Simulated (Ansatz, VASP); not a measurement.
KBr: VASP beside Ansatz

```
CELL_PARAMETERS angstrom
0.00000 3.30244 3.30244
3.30244 0.00000 3.30244
3.30244 3.30244 0.00000
ATOMIC_POSITIONS crystal
K 0.00000 0.00000 0.00000
Br 0.50000 0.50000 0.50000
```

Alike in both runs: task single point; functional PBE; k mesh 6 × 6 × 6; occupations fermi-dirac, width 0.02 eV; no spin polarisation.

|  | VASP | Ansatz |
| --- | --- | --- |
| version | VASP 6.6.1 | Ansatz 0.2.0 |
| potentials or method | VASP PAW PBE potentials, release 64 (K_sv, Br) | plane waves, PAW |
| plane-wave cutoff (eV) | 520 | 420 |
| valence electrons in the cell | 16 | 16 |

```tsv
	VASP	Ansatz	Ansatz less VASP
gap on the k mesh at the Fermi level (eV)	4.43	4.43	+0.002
pressure (GPa)	0.7	0.7	-0.04
```
